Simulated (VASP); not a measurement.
# ZnO (P6_3mc) in VASP: a series of runs

ZnO is run at these levels: PBE, r2SCAN; tasks: single point.

Everything below comes from runs of VASP 6.6.1. Logs are shortened: lines on timing, memory, paths and dates and some standing lists are left out, and cuts for length are marked.

### 1 The cell of the first run

It takes space group P6_3mc (No. 186, hexagonal). The conventional cell has a = 3.344 Å, b = 3.344 Å, c = 5.397 Å, α = 90.00°, β = 90.00°, γ = 120.00°. Zn (site symmetry 3m) has 4 O at 2.04 to 2.05 Å within 2.7 Å. O (site symmetry 3m) has 4 Zn at 2.04 to 2.05 Å within 2.7 Å.

### 2 Single point, PBE (13.07 Å³/atom)

Contents of INCAR:

```
SYSTEM = ZnO
PREC = Accurate
ENCUT = 600
EDIFF = 1E-6
ISMEAR = 0
SIGMA = 0.01
LREAL = .FALSE.
LASPH = .TRUE.
NELM = 120
ALGO = Normal
ISIF = 2
LWAVE = .FALSE.
LCHARG = .FALSE.
GGA = PE
NBANDS = 26
GGA_COMPAT = .FALSE.
```

Contents of KPOINTS:

```
Automatic mesh
0
G
  9 9 4
  0 0 0
```

Contents of POSCAR:

```
ZnO
1.0
    3.3438459401      0.0000000000      0.0000000000
   -1.6719229700      2.8958555304      0.0000000000
    0.0000000000      0.0000000000      5.3969767678
Zn O
2 2
Direct
    0.3333333333      0.6666666667      0.4999596405
    0.6666666667      0.3333333333     -0.0000403595
    0.6666666667      0.3333333333      0.3790503595
    0.3333333333      0.6666666667      0.8790503595
```

Potentials or basis: VASP PAW PBE potentials, release 64 (Zn, O).

Started as:

```console
$ cat potpaw_PBE.64/Zn/POTCAR potpaw_PBE.64/O/POTCAR > POTCAR
$ mpirun -np 1 vasp_std > vasp.out
```

OUTCAR:

```text
SYSTEM = ZnO
   PREC = Accurate
   ENCUT = 600
   EDIFF = 1E-6
   ISMEAR = 0
   LREAL = .FALSE.
   LASPH = .TRUE.
   NELM = 120
   ISIF = 2
   GGA = PE

 ion  position               nearest neighbor table
   1  0.333  0.667  0.500-   3 2.04   3 2.04   3 2.04   4 2.05
   2  0.667  0.333  1.000-   4 2.04   4 2.04   4 2.04   3 2.05
   3  0.667  0.333  0.379-   1 2.04   1 2.04   1 2.04   2 2.05
   4  0.333  0.667  0.879-   2 2.04   2 2.04   2 2.04   1 2.05

  LATTYP: Found a hexagonal cell.
 ALAT       =     3.3438459401
 C/A-ratio  =     1.6140028173

  Lattice vectors:

 A1 = (   3.3438459401,   0.0000000000,   0.0000000000)
 A2 = (  -1.6719229700,   2.8958555304,   0.0000000000)
 A3 = (   0.0000000000,   0.0000000000,   5.3969767678)

Analysis of symmetry for initial positions (statically):
=====================================================================
 Subroutine PRICEL returns:
 Original cell was already a primitive cell.

 Routine SETGRP: Setting up the symmetry group for a
 hexagonal supercell.

 Subroutine GETGRP returns: Found 12 space group operations
 (whereof  6 operations were pure point group operations)
 out of a pool of 24 trial point group operations.

The static configuration has the point symmetry C_3v.
 The point group associated with its full space group is C_6v.

Analysis of symmetry for dynamics (positions and initial velocities):
=====================================================================
 Subroutine PRICEL returns:
 Original cell was already a primitive cell.

 Routine SETGRP: Setting up the symmetry group for a
 hexagonal supercell.

 Subroutine GETGRP returns: Found 12 space group operations
 (whereof  6 operations were pure point group operations)
 out of a pool of 24 trial point group operations.

The dynamic configuration has the point symmetry C_3v.
 The point group associated with its full space group is C_6v.

 Subroutine INISYM returns: Found 12 space group operations
 (whereof  6 operations are pure point group operations),
 and found     1 'primitive' translations

----------------------------------------------------------------------------------------

                                     Primitive cell
[... 90 lines left out ...]
   LNONCOLLINEAR =      F non collinear calculations
   LSORBIT =      F    spin-orbit coupling
   LASPH  =      T    aspherical Exc in radial PAW
   ENCUT  =  600.0 eV  44.10 Ry    6.64 a.u.   6.68  6.68 10.78*2*pi/ulx,y,z
   NELM   =    120;   NELMIN=  2; NELMDL= -5     # of ELM steps
   EDIFF  = 0.1E-05   stopping-criterion for ELM
   LREAL  =      F    real-space projection
   EDIFFG = 0.1E-04   stopping-criterion for IOM
   NSW    =      0    number of steps for IOM
   IBRION =     -1    ionic relax: 0-MD 1-quasi-New 2-CG
   NFREE  =      0    steps in history (QN), initial steepest desc. (CG)
   ISIF   =      2    stress and relaxation
   ISYM   =      2    0-nonsym 1-usesym 2-fastsym
   POTIM  = 0.5000    time-step for ionic-motion
   TEBEG  =    0.0;   TEEND  =   0.0 temperature during run
   PSTRESS=    0.0 pullay stress
   NELECT =      36.0000    total number of electrons
   NUPDOWN=      -1.0000    fix difference up-down
   EMIN   =  10.00;   EMAX   =-10.00  energy-range for DOS
   EFERMI =   0.00;   METHOD = LEGACY
   ISMEAR =     0;   SIGMA  =   0.01  broadening in eV -4-tet -1-fermi 0-gaus
   EFERMI_NEDOS =   21; number of points for ismear=-14 and -15
   IALGO  =     38    algorithm
   IMIX   =      4    mixing-type and parameters
     AMIX     =   0.40;   BMIX     =  1.00
     AMIX_MAG =   1.60;   BMIX_MAG =  1.00
  volume/ion in A,a.u.               =      13.07        88.17
  Fermi-wavevector in a.u.,A,eV,Ry     =   1.445832  2.732226 28.442020  2.090430
  Thomas-Fermi vector in A             =   2.563969
   LORBIT       =      0    0 simple, 1 ext, 2 COOP (PROOUT), +10 PAW based schemes
   GGA     = PE    functional components
   LHFCALC =     F    Hartree Fock is set to
   AEXX    =    0.0000 exact exchange contribution
   IVDW    =     0    specifies the selected vdW correction
   LEPSILON=     F    determine dielectric tensor
   LRPA    =     F    only Hartree local field effects (RPA)
 non-spin polarized calculation
 Gauss-broadening in eV      SIGMA  =   0.01
  energy-cutoff  :      600.00
  volume of cell :       52.26
 maximum number of plane-waves:      1762
 NGX is ok and might be reduce to    28
   NGX = 13   NGY = 13   NGZ = 21

 number of electron      35.9999995 magnetization

 Free energy of the ion-electron system (eV)
  ---------------------------------------------------
  ext. energy  EPLUGINS =         0.00000000
  ---------------------------------------------------
  free energy    TOTEN  =       -17.81673630 eV

  energy without entropy =      -17.81673630  energy(sigma->0) =      -17.81673630

 E-fermi :   0.4496     XC(G=0): -10.4221

 val. band max:        0.4075653400   @ k =   0.0000   0.0000   0.0000
 cond. band min:       1.0481133452   @ k =   0.0000   0.0000   0.0000
 fundamental gap:      0.6405480053
 Fermi energy:         0.4495941158

 k-point     1 :       0.0000    0.0000    0.0000
  band No.  band energies     occupation
      1     -16.9836      2.00000
      2     -16.3969      2.00000
      3      -4.8961      2.00000
      4      -4.8961      2.00000
      5      -4.8634      2.00000
      6      -4.7323      2.00000
[... 685 lines left out ...]
     25      13.8197      0.00000
     26      14.4484      0.00000

 [... further k-points ...]

------------------------ aborting loop because EDIFF is reached ----------------------------------------

  FORCE on cell =-STRESS in cart. coord.  units (eV):
  Direction    XX          YY          ZZ          XY          YZ          ZX
  --------------------------------------------------------------------------------------
  -------------------------------------------------------------------------------------
  Total       -1.9813822     -1.9813822     -1.9603994     -0.0000000     -0.0000000      0.0000000
  in kB      -60.7442450    -60.7442450    -60.1009653     -0.0000000     -0.0000000      0.0000000
  external PRESSURE =     -60.5298184 kB  Pullay stress =       0.0000000 kB

 VOLUME and BASIS-vectors are now :
 -----------------------------------------------------------------------------
  energy-cutoff  :      600.00
  volume of cell :       52.26
      direct lattice vectors                 reciprocal lattice vectors
     3.343845940  0.000000000  0.000000000     0.299056840  0.172660547  0.000000000
    -1.671922970  2.895855530  0.000000000     0.000000000  0.345321094  0.000000000
     0.000000000  0.000000000  5.396976768     0.000000000  0.000000000  0.185288921

 POSITION                                       TOTAL-FORCE (eV/Angst)
 -----------------------------------------------------------------------------------
     -0.00000      1.93057      2.69827        -0.000000      0.000000     -0.001409
      1.67192      0.96529      5.39676         0.000000      0.000000     -0.001409
      1.67192      0.96529      2.04573         0.000000     -0.000000      0.001409
     -0.00000      1.93057      4.74421        -0.000000      0.000000      0.001409
 -----------------------------------------------------------------------------------
    total drift:                                0.000000      0.000000      0.000456

  FREE ENERGIE OF THE ION-ELECTRON SYSTEM (eV)
  ---------------------------------------------------
  free  energy   TOTEN  =       -17.8167363033 eV

  energy  without entropy=      -17.8167363033  energy(sigma->0) =      -17.81673630
```

stdout:

```text
POSCAR found type information on POSCAR ZnO
 POSCAR found :  2 types and       4 ions
 scaLAPACK will be used
 LDA part: xc-table for (Slater+PW92), standard interpolation
 POSCAR, INCAR and KPOINTS ok, starting setup
 FFT: planning ... GRIDC
 FFT: planning ... GRID_SOFT
 FFT: planning ... GRID
 WAVECAR not read
 entering main loop
```

Run time: 60 s. Hardware: 1 thread of Intel Xeon 6975P-C (Granite Rapids), shared host; peak memory 0.21 GiB.

What came out:

| Property | Result |
| --- | --- |
| Free energy | -17.8167 eV |
| Pressure | -6.1 GPa |
| Band gap on the k mesh | 0.64 eV |

Levels at points of the mesh, in eV from the valence-band top:
```tsv
k point	band 14	band 15	band 16	band 17	band 18	band 19	band 20	band 21	band 22	band 23
(0.00, 0.00, 0.00)	-0.69	-0.69	-0.06	0.00	0.00	0.64	4.87	7.88	12.43	12.43
(0.00, 0.00, 0.50)	-2.19	-0.34	-0.34	-0.34	-0.34	3.22	3.22	9.67	9.67	12.70
```

Caveat: the cell stands under tension.

### 3 Single point, r2SCAN (11.10 Å³/atom)

This run uses another cell than the first one, of 11.10 Å³/atom.

Contents of POSCAR:

```
ZnO
1.0
    3.1693060869      0.0000000000      0.0000000000
   -1.5846530434      2.7446995836      0.0000000000
    0.0000000000      0.0000000000      5.1045381137
Zn O
2 2
Direct
    0.3333333333      0.6666666667      0.4996551081
    0.6666666667      0.3333333333     -0.0003448919
    0.6666666667      0.3333333333      0.3793548919
    0.3333333333      0.6666666667      0.8793548919
```

Contents of INCAR.step1:

```
ALGO = Normal ; EDIFF = 1E-5
ENCUT = 660 ; GGA = PE
GGA_COMPAT = False ; ISMEAR = 0
LASPH = True ; LCHARG = False
LREAL = False ; LWAVE = True
NBANDS = 26 ; NELM = 120
PREC = Accurate ; SIGMA = 0.01
```

Contents of INCAR.step2:

```
ALGO = Normal ; EDIFF = 1E-6
ENCUT = 660 ; GGA_COMPAT = False
ISIF = 2 ; ISMEAR = 0
ISTART = 1 ; LASPH = True
LCHARG = False ; LMIXTAU = True
LREAL = False ; LWAVE = False
METAGGA = R2SCAN ; NBANDS = 26
NELM = 120 ; PREC = Accurate
SIGMA = 0.01
```

Contents of KPOINTS:

```
k-points
0
Gamma
  9 9 4
```

Potentials or basis: VASP PAW PBE potentials, release 64 (Zn, O).

Started as:

```console
$ cat potpaw_PBE.64/Zn/POTCAR potpaw_PBE.64/O/POTCAR > POTCAR
$ cp INCAR.step1 INCAR
$ mpirun -np 1 vasp_std > vasp.out
$ cp INCAR.step2 INCAR
$ mpirun -np 1 vasp_std > vasp.out
```

Run time: 3.7 min. Hardware: 1 thread of Intel Xeon 6975P-C (Granite Rapids), shared host; peak memory 0.22 GiB.

Results (log left out):

```
Free energy            : -36.2202 eV
Pressure               : 11.7 GPa
Largest force          : 0.013 eV/Å
Band gap on the k mesh : 1.33 eV
```

Forces in eV/Å, atoms in the order of the input:
```
Zn   0.000  0.000  0.013
Zn   0.000  0.000  0.013
O    0.000  0.000 -0.013
O    0.000  0.000 -0.013
```

Stress tensor (GPa, compression positive):
```
11.69  0.00  0.00
 0.00 11.69  0.00
 0.00  0.00 11.59
```

Levels at points of the mesh, in eV from the valence-band top:
```tsv
k point	band 14	band 15	band 16	band 17	band 18	band 19	band 20	band 21	band 22	band 23
(0.00, 0.00, 0.00)	-0.89	-0.89	-0.12	0.00	0.00	1.33	6.11	9.06	14.05	14.05
(0.00, 0.00, 0.50)	-2.29	-0.44	-0.44	-0.44	-0.44	4.09	4.09	11.09	11.09	14.36
```

Caveat: the cell stands under pressure; the PAW data sets were made with another functional, which shifts forces and pressure a little. r2SCAN opens gaps a little over a GGA but as a rule still falls short of measured ones.
